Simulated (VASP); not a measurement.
Wanted: the native input for a VASP 6.6.1 run.

```
Task                   : single point
Functional             : LDA
Potentials or basis    : VASP PAW LDA potentials, release 64 (Sr_sv)
Cutoff                 : 520 eV
k mesh                 : 7 × 7 × 7
Occupations            : fermi-dirac, width 0.1 eV
Spin                   : no spin polarisation
Dipole correction      : no
Further INCAR settings : ALGO = Normal; EDIFF = 1e-07; NBANDS = 11
```

The structure of Sr lies in POSCAR:

```
Sr
1.0
    0.0000000000      2.9017282845      2.9017282845
    2.9017282845      0.0000000000      2.9017282845
    2.9017282845      2.9017282845      0.0000000000
Sr
1
Direct
    0.0000000000      0.0000000000      0.0000000000
```

One way to write it, as run:

INCAR

```
SYSTEM = Sr
ALGO = Normal ; EDIFF = 1E-7
ENCUT = 520 ; GGA = CA
ISIF = 2 ; ISMEAR = -1
LASPH = .True. ; LCHARG = .False.
LREAL = .False. ; LWAVE = .False.
NBANDS = 11 ; NELM = 60
PREC = Accurate ; SIGMA = 0.1
```

KPOINTS

```
k-points
0
Gamma
  7 7 7
  0 0 0
```

Potentials or basis: VASP PAW LDA potentials, release 64 (Sr_sv).

Launch:

```bash
$ cat potpaw_LDA.64/Sr_sv/POTCAR > POTCAR
$ mpirun -np 1 vasp_std > vasp.out
```

Results of the run:

* Pressure: 0.0 GPa

Wall time 7.5 s on 1 thread of Intel(R) Xeon(R) 6975P-C (Granite Rapids), with other jobs on the host, peak memory 0.15 GiB.
